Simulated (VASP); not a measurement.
# TePb (rocksalt type) (Fm-3m) in VASP: notebook

The runs below take TePb (rocksalt type) through relaxation of cell and atoms, with PBE.

Program: VASP 6.6.1. These are calculated values, not measurements. Logs are shortened: lines on timing, memory, paths and dates and some standing lists are left out, and cuts for length are marked.

### 1 The cell of the first run

The structure is cubic, space group Fm-3m (No. 225). The conventional cell has a = 6.171 Å, b = 6.171 Å, c = 6.171 Å, α = 90.00°, β = 90.00°, γ = 90.00°. Within 4.1 Å of Pb (site symmetry m-3m) lie 6 Te at 3.09 Å. Within 4.1 Å of Te (site symmetry m-3m) lie 6 Pb at 3.09 Å.

### 2 Relaxation of cell and atoms, PBE

Contents of INCAR:

```
PREC = Accurate
ENCUT = 600
EDIFF = 1E-6
ISMEAR = -1
SIGMA = 0.05
LREAL = False
LASPH = True
NELM = 100
ALGO = Normal
ISIF = 3
LWAVE = False
LCHARG = False
GGA = PE
IBRION = 2
NSW = 60
EDIFFG = -0.005
```

Contents of KPOINTS:

```
regular mesh
0
Gamma
  11 11 11
```

Contents of POSCAR:

```
TePb
1.0
    0.0000000000      3.0853790180      3.0853790180
    3.0853790180      0.0000000000      3.0853790180
    3.0853790180      3.0853790180      0.0000000000
Pb Te
1 1
Direct
    0.0000000000      0.0000000000      0.0000000000
    0.5000000000      0.5000000000      0.5000000000
```

Potentials or basis: VASP PAW PBE potentials, release 64 (Pb_d, Te).

Run with:

```console
$ cat potpaw_PBE.64/Pb_d/POTCAR potpaw_PBE.64/Te/POTCAR > POTCAR
$ mpirun -np 1 vasp_std > vasp.out
```

OUTCAR:

```text
PREC = Accurate
   ENCUT = 600
   EDIFF = 1E-6
   ISMEAR = -1
   LREAL = False
   LASPH = True
   NELM = 100
   ISIF = 3
   GGA = PE
   IBRION = 2
   NSW = 60
   EDIFFG = -0.005

 ion  position               nearest neighbor table
   1  0.000  0.000  0.000-   2 3.09   2 3.09   2 3.09   2 3.09   2 3.09   2 3.09
   2  0.500  0.500  0.500-   1 3.09   1 3.09   1 3.09   1 3.09   1 3.09   1 3.09

  LATTYP: Found a face centered cubic cell.
 ALAT       =     6.1707580360

  Lattice vectors:

 A1 = (   0.0000000000,   3.0853790180,   3.0853790180)
 A2 = (   3.0853790180,   0.0000000000,   3.0853790180)
 A3 = (   3.0853790180,   3.0853790180,   0.0000000000)

Analysis of symmetry for initial positions (statically):
=====================================================================
 Subroutine PRICEL returns:
 Original cell was already a primitive cell.

 Routine SETGRP: Setting up the symmetry group for a
 face centered cubic supercell.

 Subroutine GETGRP returns: Found 48 space group operations
 (whereof 48 operations were pure point group operations)
 out of a pool of 48 trial point group operations.

The static configuration has the point symmetry O_h .

Analysis of symmetry for dynamics (positions and initial velocities):
=====================================================================
 Subroutine PRICEL returns:
 Original cell was already a primitive cell.

 Routine SETGRP: Setting up the symmetry group for a
 face centered cubic supercell.

 Subroutine GETGRP returns: Found 48 space group operations
 (whereof 48 operations were pure point group operations)
 out of a pool of 48 trial point group operations.

The dynamic configuration has the point symmetry O_h .

 Subroutine INISYM returns: Found 48 space group operations
 (whereof 48 operations are pure point group operations),
 and found     1 'primitive' translations

----------------------------------------------------------------------------------------

                                     Primitive cell

  volume of cell :      58.7429

  direct lattice vectors                    reciprocal lattice vectors
     0.000000000  3.085379018  3.085379018    -0.162054645  0.162054645  0.162054645
     3.085379018  0.000000000  3.085379018     0.162054645 -0.162054645  0.162054645
     3.085379018  3.085379018  0.000000000     0.162054645  0.162054645 -0.162054645

  length of vectors
     4.363384852  4.363384852  4.363384852     0.280686878  0.280686878  0.280686878

  position of ions in fractional coordinates (direct lattice)
     0.000000000  0.000000000  0.000000000
     0.500000000  0.500000000  0.500000000

  ion indices of the primitive-cell ions
   primitive index   ion index
                 1           1
                 2           2

----------------------------------------------------------------------------------------

 KPOINTS: regular mesh

Automatic generation of k-mesh.
 Grid dimensions read from file:
 generate k-points for:   11   11   11

 Generating k-lattice:

  Cartesian coordinates                     Fractional coordinates (reciprocal lattice)
    -0.014732240  0.014732240  0.014732240     0.090909091  0.000000000  0.000000000
     0.014732240 -0.014732240  0.014732240     0.000000000  0.090909091  0.000000000
     0.014732240  0.014732240 -0.014732240     0.000000000  0.000000000  0.090909091

  Length of vectors
     0.025516989  0.025516989  0.025516989

  Shift w.r.t. Gamma in fractional coordinates (k-lattice)
     0.000000000  0.000000000  0.000000000

 Subroutine IBZKPT returns following result:
 ===========================================

 Found     56 irreducible k-points:

 Following reciprocal coordinates:
            Coordinates               Weight
  0.000000  0.000000  0.000000      1.000000
  0.090909  0.000000  0.000000      8.000000
  0.181818  0.000000  0.000000      8.000000
  0.272727  0.000000  0.000000      8.000000
  0.363636  0.000000  0.000000      8.000000
  0.454545  0.000000  0.000000      8.000000
[... 16 lines left out ...]
 -0.272727  0.181818  0.000000     24.000000
 -0.181818  0.181818  0.000000     12.000000
 [... further k-points ...]
   k-points           NKPTS =     56   k-points in BZ     NKDIM =     56   number of bands    NBANDS=     14
   number of dos      NEDOS =    301   number of ions     NIONS =      2
   total plane-waves  NPLWV =  46656
   dimension x,y,z NGX =    36 NGY =   36 NGZ =   36
   dimension x,y,z NGXF=    72 NGYF=   72 NGZF=   72
   ions per type =               1   1
   NGX,Y,Z   is equivalent  to a cutoff of  13.72, 13.72, 13.72 a.u.
   NGXF,Y,Z  is equivalent  to a cutoff of  27.43, 27.43, 27.43 a.u.
 SYSTEM =  unknown system
   PREC   = accura    normal or accurate (medium, high low for compatibility)
   ISTART =      0    job   : 0-new  1-cont  2-samecut
   ICHARG =      2    charge: 1-file 2-atom 10-const
   ISPIN  =      1    spin polarized calculation?
   LNONCOLLINEAR =      F non collinear calculations
   LSORBIT =      F    spin-orbit coupling
   LASPH  =      T    aspherical Exc in radial PAW
   ENCUT  =  600.0 eV  44.10 Ry    6.64 a.u.   8.71  8.71  8.71*2*pi/ulx,y,z
   NELM   =    100;   NELMIN=  2; NELMDL= -5     # of ELM steps
   EDIFF  = 0.1E-05   stopping-criterion for ELM
   LREAL  =      F    real-space projection
   EDIFFG = -.5E-02   stopping-criterion for IOM
   NSW    =     60    number of steps for IOM
   IBRION =      2    ionic relax: 0-MD 1-quasi-New 2-CG
   NFREE  =      1    steps in history (QN), initial steepest desc. (CG)
   ISIF   =      3    stress and relaxation
   ISYM   =      2    0-nonsym 1-usesym 2-fastsym
   POTIM  = 0.5000    time-step for ionic-motion
   TEBEG  =    0.0;   TEEND  =   0.0 temperature during run
   PSTRESS=    0.0 pullay stress
   NELECT =      20.0000    total number of electrons
   NUPDOWN=      -1.0000    fix difference up-down
   EMIN   =  10.00;   EMAX   =-10.00  energy-range for DOS
   EFERMI =   0.00;   METHOD = LEGACY
   ISMEAR =    -1;   SIGMA  =   0.05  broadening in eV -4-tet -1-fermi 0-gaus
   EFERMI_NEDOS =   21; number of points for ismear=-14 and -15
   IALGO  =     38    algorithm
   IMIX   =      4    mixing-type and parameters
     AMIX     =   0.40;   BMIX     =  1.00
     AMIX_MAG =   1.60;   BMIX_MAG =  1.00
  volume/ion in A,a.u.               =      29.37       198.21
  Fermi-wavevector in a.u.,A,eV,Ry     =   1.143141  2.160222 17.779691  1.306770
  Thomas-Fermi vector in A             =   2.279837
   LORBIT       =      0    0 simple, 1 ext, 2 COOP (PROOUT), +10 PAW based schemes
   GGA     = PE    functional components
   LHFCALC =     F    Hartree Fock is set to
   AEXX    =    0.0000 exact exchange contribution
   IVDW    =     0    specifies the selected vdW correction
   LEPSILON=     F    determine dielectric tensor
   LRPA    =     F    only Hartree local field effects (RPA)
 conjugate gradient relaxation of ions
 non-spin polarized calculation
  energy-cutoff  :      600.00
  volume of cell :       58.74
 maximum number of plane-waves:      1988
   NGX = 17   NGY = 17   NGZ = 17

--------------------------------------- Ionic step        1  -------------------------------------------

 number of electron      20.0000002 magnetization

 Free energy of the ion-electron system (eV)
  ---------------------------------------------------
  ext. energy  EPLUGINS =         0.00000000
  ---------------------------------------------------
  free energy    TOTEN  =        -7.17141576 eV

  energy without entropy =       -7.17138635  energy(sigma->0) =       -7.17140105

------------------------ aborting loop because EDIFF is reached ----------------------------------------

  FORCE on cell =-STRESS in cart. coord.  units (eV):
  Direction    XX          YY          ZZ          XY          YZ          ZX
  --------------------------------------------------------------------------------------
  -------------------------------------------------------------------------------------
  Total        4.0326011      4.0326011      4.0326011     -0.0000000      0.0000000     -0.0000000
  in kB      109.9867281    109.9867281    109.9867281     -0.0000000      0.0000000     -0.0000000
  external PRESSURE =     109.9867281 kB  Pullay stress =       0.0000000 kB
[... 21 lines left out ...]
  energy  without entropy=       -7.1713863481  energy(sigma->0) =       -7.17140105

--------------------------------------- Ionic step        2  -------------------------------------------

 number of electron      20.0000003 magnetization

 E-fermi :   4.4767     XC(G=0):  -8.6838

 val. band max:        3.9127164477   @ k =   0.4545   0.0000   0.0000
 cond. band min:       4.9660980822   @ k =   0.4545   0.0000   0.0000
 fundamental gap:      1.0533816345
 Fermi energy:         4.4766736103

 k-point     1 :       0.0000    0.0000    0.0000
  band No.  band energies     occupation
      1     -12.6175      2.00000
      2     -12.6175      2.00000
      3     -12.6172      2.00000
      4     -12.6172      2.00000
      5     -12.6172      2.00000
      6      -7.0195      2.00000
      7      -1.9828      2.00000
      8       3.0927      2.00000
      9       3.0927      2.00000
     10       3.0927      2.00000
     11       7.8352      0.00000
     12       7.8352      0.00000
     13       7.8352      0.00000
     14      10.0350      0.00000
[... 496 lines left out ...]
  energy  without entropy=       -7.5209266112  energy(sigma->0) =       -7.52092738

--------------------------------------- Ionic step        5  -------------------------------------------

 number of electron      19.9999999 magnetization

 Free energy of the ion-electron system (eV)
  ---------------------------------------------------
  ext. energy  EPLUGINS =         0.00000000
  ---------------------------------------------------
  free energy    TOTEN  =        -7.52097748 eV

  energy without entropy =       -7.52097590  energy(sigma->0) =       -7.52097669

 E-fermi :   5.4554     XC(G=0):  -9.0854

 val. band max:        4.9723268368   @ k =   0.4545   0.0000   0.0000
 cond. band min:       5.9087955577   @ k =   0.4545   0.0000   0.0000
 fundamental gap:      0.9364687209
 Fermi energy:         5.4554194160

 k-point     1 :       0.0000    0.0000    0.0000
  band No.  band energies     occupation
      1     -11.6319      2.00000
      2     -11.6319      2.00000
      3     -11.6261      2.00000
      4     -11.6261      2.00000
      5     -11.6261      2.00000
      6      -6.6127      2.00000
      7      -0.6948      2.00000
      8       3.8517      2.00000
      9       3.8517      2.00000
     10       3.8517      2.00000
     11       9.0400      0.00000
     12       9.0400      0.00000
     13       9.0400      0.00000
     14      10.9238      0.00000
[... 420 lines left out ...]
  FREE ENERGIE OF THE ION-ELECTRON SYSTEM (eV)
  ---------------------------------------------------
  free  energy   TOTEN  =        -7.5209774780 eV

  energy  without entropy=       -7.5209759001  energy(sigma->0) =       -7.52097669

 reached required accuracy - stopping structural energy minimisation
```

It took 1.8 min on 1 thread of Intel Xeon Platinum 8488C (Sapphire Rapids), shared host; peak memory 0.26 GiB.

What came out:

| Item | Value |
| --- | --- |
| Free energy | -7.5210 eV |
| Relaxed volume | 35.39 Å³/atom |
| Relaxed cell | a = 4.643 Å, b = 4.643 Å, c = 4.643 Å, α = 60.00°, β = 60.00°, γ = 60.00° |
| Space group after relaxing (to 0.05 Å) | Fm-3m (No. 225) |
| Energy gained by relaxing | 174.8 meV/atom |
| Ionic steps | 5 |
| Pressure after relaxing | 0.0 GPa |

Step by step:
```
step  energy change (eV)  largest force (eV/Å)  pressure (GPa)  volume (Å³)
   1              0.0000                0.0000           11.00        58.74
   2             -0.2830                0.0000           -2.87        77.61
   3             -0.3496                0.0000            0.07        70.72
   4             -0.3495                0.0000           -0.09        70.97
   5             -0.3496                0.0000            0.02        70.78
```

Final structure:
```yaml
crystal:
  lattice:
    - [0.00000, 3.28313, 3.28313]
    - [3.28313, 0.00000, 3.28313]
    - [3.28313, 3.28313, 0.00000]
  atoms:
    - { symbol: Pb, position: [0.00000, 0.00000, 0.00000] }
    - { symbol: Te, position: [0.50000, 0.50000, 0.50000] }
```

Caveat: this odd mesh misses L, where the gap lies, so gap, dielectric constants and Born charges aren't listed; the volume moved by over 15 % at a fixed basis, so the end points are rough; spin-orbit coupling is left out, which moves the levels of the heavy elements.

(Continued in part 2 of 2.)
